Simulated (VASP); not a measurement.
# ScGa3As2 (P-3m1) in VASP: a series of runs

ScGa3As2 is run at these levels: PBE; tasks: single point.

Program: VASP 6.6.1. These are calculated values, not measurements. Logs are shortened: lines on timing, memory, paths and dates and some standing lists are left out, and cuts for length are marked.

**1. The cell of the first run**

It takes space group P-3m1 (No. 164, trigonal). Conventional cell: a = 3.958 Å, b = 3.958 Å, c = 9.292 Å, α = 90.00°, β = 90.00°, γ = 120.00°. Sc (site symmetry -3m) has 6 As at 2.79 Å within 3.7 Å. Ga (site symmetry 3m) has 3 As at 2.64 Å and 3 Ga at 2.86 Å within 3.5 Å. Ga (site symmetry -3m) has 6 Ga at 2.86 Å within 3.8 Å. As (site symmetry 3m) has 3 Ga at 2.64 Å and 3 Sc at 2.79 Å within 3.5 Å.

**2. Single point, PBE**

The input, INCAR:

```
ALGO = Fast ; EDIFF = 1E-7
ENCUT = 520 ; GGA = PE
ISIF = 2 ; ISMEAR = 0
LASPH = True ; LCHARG = True
LELF = True ; LREAL = False
LVHAR = True ; LWAVE = False
NBANDS = 39 ; NELM = 80
PREC = Accurate ; SIGMA = 0.1
```

The input, KPOINTS:

```
k-points
0
Gamma
  6 6 4
```

The input, POSCAR:

```
ScGa3As2
1.0
    3.9584166780     -0.0000000025      0.0000000000
   -1.9792083368      3.4280894031      0.0000000000
    0.0000000000      0.0000000000      9.2921241066
Sc Ga As
1 3 2
Direct
    0.0000000000      0.0000000000      0.0000000000
    0.3333333333      0.6666666667      0.6856295552
    0.6666666667      0.3333333333      0.3143704448
    0.0000000000      0.0000000000      0.5000000000
    0.3333333333      0.6666666667      0.1726943453
    0.6666666667      0.3333333333      0.8273056547
```

Potentials or basis: VASP PAW PBE potentials, release 64 (Sc_sv, Ga_d, As).

On the command line:

```console
$ cat potpaw_PBE.64/Sc_sv/POTCAR potpaw_PBE.64/Ga_d/POTCAR potpaw_PBE.64/As/POTCAR > POTCAR
$ mpirun -np 1 vasp_std > vasp.out
```

OUTCAR:

```text
EDIFF = 1E-7
   ENCUT = 520
   GGA = PE
   ISIF = 2
   ISMEAR = 0
   LASPH = True
   LREAL = False
   NELM = 80
   PREC = Accurate

 ion  position               nearest neighbor table
   1  0.000  0.000  0.000-   5 2.79   6 2.79   5 2.79   6 2.79   6 2.79   5 2.79
   2  0.333  0.667  0.686-   6 2.64   6 2.64   6 2.64   4 2.86   4 2.86   4 2.86
   3  0.667  0.333  0.314-   5 2.64   5 2.64   5 2.64   4 2.86   4 2.86   4 2.86
   4  0.000  0.000  0.500-   2 2.86   3 2.86   2 2.86   3 2.86   3 2.86   2 2.86
   5  0.333  0.667  0.173-   3 2.64   3 2.64   3 2.64   1 2.79   1 2.79   1 2.79
   6  0.667  0.333  0.827-   2 2.64   2 2.64   2 2.64   1 2.79   1 2.79   1 2.79

  LATTYP: Found a hexagonal cell.
 ALAT       =     3.9584166780
 C/A-ratio  =     2.3474345584

  Lattice vectors:

 A1 = (   3.9584166780,  -0.0000000025,   0.0000000000)
 A2 = (  -1.9792083368,   3.4280894031,   0.0000000000)
 A3 = (   0.0000000000,   0.0000000000,   9.2921241066)

Analysis of symmetry for initial positions (statically):
=====================================================================
 Subroutine PRICEL returns:
 Original cell was already a primitive cell.

 Routine SETGRP: Setting up the symmetry group for a
 hexagonal supercell.

 Subroutine GETGRP returns: Found 12 space group operations
 (whereof 12 operations were pure point group operations)
 out of a pool of 24 trial point group operations.

The static configuration has the point symmetry D_3d.

Analysis of symmetry for dynamics (positions and initial velocities):
=====================================================================
 Subroutine PRICEL returns:
 Original cell was already a primitive cell.

 Routine SETGRP: Setting up the symmetry group for a
 hexagonal supercell.

 Subroutine GETGRP returns: Found 12 space group operations
 (whereof 12 operations were pure point group operations)
 out of a pool of 24 trial point group operations.

The dynamic configuration has the point symmetry D_3d.

 Subroutine INISYM returns: Found 12 space group operations
 (whereof 12 operations are pure point group operations),
 and found     1 'primitive' translations
[... 98 lines left out ...]
   LSORBIT =      F    spin-orbit coupling
   LASPH  =      T    aspherical Exc in radial PAW
   ENCUT  =  520.0 eV  38.22 Ry    6.18 a.u.   7.36  7.36 17.28*2*pi/ulx,y,z
   NELM   =     80;   NELMIN=  2; NELMDL= -5     # of ELM steps
   EDIFF  = 0.1E-06   stopping-criterion for ELM
   LREAL  =      F    real-space projection
   EDIFFG = 0.1E-05   stopping-criterion for IOM
   NSW    =      0    number of steps for IOM
   IBRION =     -1    ionic relax: 0-MD 1-quasi-New 2-CG
   NFREE  =      0    steps in history (QN), initial steepest desc. (CG)
   ISIF   =      2    stress and relaxation
   ISYM   =      2    0-nonsym 1-usesym 2-fastsym
   POTIM  = 0.5000    time-step for ionic-motion
   TEBEG  =    0.0;   TEEND  =   0.0 temperature during run
   PSTRESS=    0.0 pullay stress
   NELECT =      60.0000    total number of electrons
   NUPDOWN=      -1.0000    fix difference up-down
   EMIN   =  10.00;   EMAX   =-10.00  energy-range for DOS
   EFERMI =   0.00;   METHOD = LEGACY
   ISMEAR =     0;   SIGMA  =   0.10  broadening in eV -4-tet -1-fermi 0-gaus
   EFERMI_NEDOS =   21; number of points for ismear=-14 and -15
   IALGO  =     68    algorithm
   IMIX   =      4    mixing-type and parameters
     AMIX     =   0.40;   BMIX     =  1.00
     AMIX_MAG =   1.60;   BMIX_MAG =  1.00
  volume/ion in A,a.u.               =      21.02       141.82
  Fermi-wavevector in a.u.,A,eV,Ry     =   1.278093  2.415245 22.225403  1.633521
  Thomas-Fermi vector in A             =   2.410655
   LORBIT       =      0    0 simple, 1 ext, 2 COOP (PROOUT), +10 PAW based schemes
   GGA     = PE    functional components
   LHFCALC =     F    Hartree Fock is set to
   AEXX    =    0.0000 exact exchange contribution
   IVDW    =     0    specifies the selected vdW correction
   LEPSILON=     F    determine dielectric tensor
   LRPA    =     F    only Hartree local field effects (RPA)
 non-spin polarized calculation
 RMM-DIIS sequential band-by-band and
 Gauss-broadening in eV      SIGMA  =   0.10
  energy-cutoff  :      520.00
  volume of cell :      126.09
 maximum number of plane-waves:      3449
 NGX is ok and might be reduce to    30
   NGX = 15   NGY = 15   NGZ = 35

 number of electron      59.9999997 magnetization

 Free energy of the ion-electron system (eV)
  ---------------------------------------------------
  ext. energy  EPLUGINS =         0.00000000
  ---------------------------------------------------
  free energy    TOTEN  =       -26.60098844 eV

  energy without entropy =      -26.59023628  energy(sigma->0) =      -26.59561236

 E-fermi :   5.2171     XC(G=0): -10.2870

 val. band max:        5.1891417193   @ k =   0.1667  -0.0000   0.5000
 cond. band min:       5.2311383240   @ k =   0.5000  -0.0000   0.2500
 fundamental gap:      0.0419966047
 Fermi energy:         5.2171106441

 k-point     1 :       0.0000    0.0000    0.0000
  band No.  band energies     occupation
      1     -45.2201      2.00000
      2     -23.8972      2.00000
      3     -23.8115      2.00000
      4     -23.8115      2.00000
      5     -10.1874      2.00000
      6     -10.1874      2.00000
[... 997 lines left out ...]
     38       9.3319      0.00000
     39      10.2351      0.00000

------------------------ aborting loop because EDIFF is reached ----------------------------------------

  FORCE on cell =-STRESS in cart. coord.  units (eV):
  Direction    XX          YY          ZZ          XY          YZ          ZX
  --------------------------------------------------------------------------------------
  -------------------------------------------------------------------------------------
  Total        0.0636886      0.0636886      0.3125549      0.0000000     -0.0000000      0.0000000
  in kB        0.8092523      0.8092523      3.9714418      0.0000000     -0.0000000      0.0000000
  external PRESSURE =       1.8633155 kB  Pullay stress =       0.0000000 kB

 VOLUME and BASIS-vectors are now :
 -----------------------------------------------------------------------------
  energy-cutoff  :      520.00
  volume of cell :      126.09
      direct lattice vectors                 reciprocal lattice vectors
     3.958416678 -0.000000003  0.000000000     0.252626260  0.145853839  0.000000000
    -1.979208337  3.428089403  0.000000000     0.000000000  0.291707678  0.000000000
     0.000000000  0.000000000  9.292124107     0.000000000  0.000000000  0.107618020

 POSITION                                       TOTAL-FORCE (eV/Angst)
 -----------------------------------------------------------------------------------
      0.00000      0.00000      0.00000        -0.000000     -0.000000     -0.000000
      0.00000      2.28539      6.37095         0.000000     -0.000000     -0.007738
      1.97921      1.14270      2.92117        -0.000000      0.000000      0.007738
      0.00000      0.00000      4.64606        -0.000000     -0.000000     -0.000000
      0.00000      2.28539      1.60470        -0.000000     -0.000000     -0.011597
      1.97921      1.14270      7.68743        -0.000000     -0.000000      0.011597
 -----------------------------------------------------------------------------------
    total drift:                                0.000000     -0.000000      0.000000

  FREE ENERGIE OF THE ION-ELECTRON SYSTEM (eV)
  ---------------------------------------------------
  free  energy   TOTEN  =       -26.6009884376 eV

  energy  without entropy=      -26.5902362764  energy(sigma->0) =      -26.59561236
```

OSZICAR:

```text
N       E                     dE             d eps       ncg     rms          rms(c)
DAV:   1     0.560474491409E+03    0.56047E+03   -0.27170E+04  1942   0.226E+03
DAV:   2     0.515852426799E+02   -0.50889E+03   -0.49551E+03  1872   0.622E+02
DAV:   3    -0.245461815779E+02   -0.76131E+02   -0.73464E+02  2343   0.181E+02
[... 11 lines left out ...]
RMM:  15    -0.266009872068E+02    0.13208E-06   -0.40796E-05  2746   0.281E-02    0.324E-03
RMM:  16    -0.266009882170E+02   -0.10102E-05   -0.11160E-05  2320   0.131E-02    0.245E-03
RMM:  17    -0.266009882034E+02    0.13672E-07   -0.26547E-06  2226   0.755E-03    0.726E-04
RMM:  18    -0.266009884154E+02   -0.21200E-06   -0.10886E-06  1982   0.453E-03    0.635E-04
RMM:  19    -0.266009884376E+02   -0.22235E-07   -0.33232E-07  1704   0.332E-03
   1 F= -.26600988E+02 E0= -.26595612E+02  d E =-.107522E-01
```

stdout:

```text
POSCAR found type information on POSCAR ScGaAs
 POSCAR found :  3 types and       6 ions
 scaLAPACK will be used
 LDA part: xc-table for (Slater+PW92), standard interpolation
 POSCAR, INCAR and KPOINTS ok, starting setup
 FFT: planning ... GRIDC
 FFT: planning ... GRID_SOFT
 FFT: planning ... GRID
 WAVECAR not read
 entering main loop
```

Wall time 84 s (1 thread of Intel Xeon 6975P-C (Granite Rapids), shared host); peak memory 0.3 GiB.

Results:

* Free energy: -26.6010 eV
* Pressure: 0.2 GPa
* Largest force: 0.012 eV/Å
* Band gap on the k mesh: zero (band 30 reaches 5.93 eV, above the bottom of band 31 at 4.97 eV)

Forces in eV/Å, atoms in the order of the input:
```
Sc   0.000  0.000  0.000
Ga   0.000  0.000 -0.008
Ga   0.000  0.000  0.008
Ga   0.000  0.000  0.000
As   0.000  0.000 -0.012
As   0.000  0.000  0.012
```

Levels at points of the mesh, in eV from the Fermi level:
```csv
k point,band 26,band 27,band 28,band 29,band 30,band 31,band 32,band 33,band 34,band 35
"(0.00, 0.00, 0.00)",-2.15,-0.68,-0.68,0.56,0.71,0.71,0.84,1.06,1.71,1.93
"(0.50, 0.00, 0.00)",-2.97,-2.72,-2.55,-1.71,-1.61,-0.25,0.06,1.12,1.35,1.63
"(0.00, 0.00, 0.50)",-2.14,-1.70,-0.72,-0.72,0.68,0.68,1.05,1.65,1.90,1.90
"(0.50, 0.00, 0.50)",-3.50,-3.07,-2.86,-2.36,-0.39,0.02,0.22,0.54,1.20,1.76
```

**3. Single point, PBE**

This run uses another cell than the first one, of 22.06 Å³/atom, 1.050 times its volume.

The input, INCAR:

```
PREC     = Accurate       # precision mode
ENCUT    = 520            # plane-wave cutoff, eV
EDIFF    = 1E-6           # SCF threshold, eV
ISMEAR   = 0              # smearing method
SIGMA    = 0.1            # smearing width, eV
LREAL    = F              # projectors in reciprocal space
LASPH    = T              # aspherical terms in the spheres
NELM     = 60             # most SCF steps
ALGO     = Fast           # electronic algorithm
ISIF     = 2              # what is computed and relaxed
LWAVE    = F              # write WAVECAR
LCHARG   = T              # write CHGCAR
GGA      = PE             # functional
LELF     = T              # ELF
LVHAR    = T            
NBANDS   = 39             # bands
```

The input, KPOINTS:

```
Automatic mesh
0
Gamma
  6 6 4
```

The input, POSCAR:

```
ScGa3As2
1.0
    4.5842830700      0.0000000000      0.0000000000
   -2.2921415300      3.9701055900      0.0000000000
    0.0000000000      0.0000000000      7.2711328800
Sc Ga As
1 3 2
Direct
    0.0000000000      0.0000000000      0.0000000000
    0.3333333300      0.6666666700      0.6510112900
    0.6666666700      0.3333333300      0.3489887100
    0.0000000000      0.0000000000      0.5000000000
    0.3333333300      0.6666666700      0.2492527400
    0.6666666700      0.3333333300      0.7507472600
```

Potentials or basis: VASP PAW PBE potentials, release 64 (Sc_sv, Ga_d, As).

On the command line:

```console
$ cat potpaw_PBE.64/Sc_sv/POTCAR potpaw_PBE.64/Ga_d/POTCAR potpaw_PBE.64/As/POTCAR > POTCAR
$ mpirun -np 1 vasp_std > vasp.out
```

It took 81 s on 1 thread of Intel Xeon 6975P-C (Granite Rapids), shared host; peak memory 0.32 GiB.

The run converged. Its results:

```
Free energy            : -24.4751 eV
Pressure               : -2.1 GPa
Largest force          : 1.211 eV/Å
Band gap on the k mesh : zero (band 30 reaches 4.99 eV, above the bottom of band 31 at 4.18 eV)
```

Forces in eV/Å, atoms in the order of the input:
```
Sc   0.000  0.000  0.000
Ga   0.000  0.000  0.417
Ga   0.000  0.000 -0.417
Ga   0.000  0.000  0.000
As   0.000  0.000 -1.211
As   0.000  0.000  1.211
```

Stress tensor (GPa, compression positive):
```
-1.89  0.00  0.00
 0.00 -1.89  0.00
 0.00  0.00 -2.61
```

Levels at points of the mesh, in eV from the Fermi level:
```csv
k point,band 27,band 28,band 29,band 30,band 31,band 32,band 33,band 34
"(0.00, 0.00, 0.00)",-1.61,-1.61,-1.06,-0.79,-0.23,-0.23,0.18,0.18
"(0.50, 0.00, 0.00)",-2.86,-2.65,-0.79,-0.33,0.74,1.09,1.13,1.51
"(0.00, 0.00, 0.50)",-2.20,-2.20,-1.17,-0.94,-0.60,-0.60,0.71,1.20
"(0.50, 0.00, 0.50)",-2.60,-2.03,-1.05,-0.65,-0.39,0.52,1.12,1.14
```

Caveat: forces of over 1 eV/Å act on the atoms, so gaps and moduli don't describe the material at rest.
